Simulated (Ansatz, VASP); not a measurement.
Gd: VASP beside Ansatz

```
Gd
1.0
    -2.07441    2.07441    2.07441
     2.07441   -2.07441    2.07441
     2.07441    2.07441   -2.07441
Gd
1
Direct
  0.00000 0.00000 0.00000
```

Alike in both runs: task single point; functional r2SCAN; k mesh 8 × 8 × 8; collinear spin.

|  | VASP | Ansatz |
| --- | --- | --- |
| version | VASP 6.6.1 | Ansatz 0.2.0 |
| potentials or method | VASP PAW PBE potentials, release 64 (Gd), cutoff 520 eV | plane waves, PAW |
| occupations | methfessel-paxton of order 1, width 0.1 eV | cold, width 0.1 eV |
| valence electrons in the cell | 18 | 18 |

|  | VASP | Ansatz | Ansatz less VASP |
| --- | --- | --- | --- |
| net moment per atom (μB) | 7.98 | 7.98 | +0.007 |
| size of the moment on the site where the two differ most (μB) | 7.09 | 7.57 | +0.480 |

VASP's potentials were made for PBE, not for r2SCAN. Site moments also hang on the region over which each program counts them. Ansatz's warnings: stability check not made.

Spin-orbit coupling is off throughout.
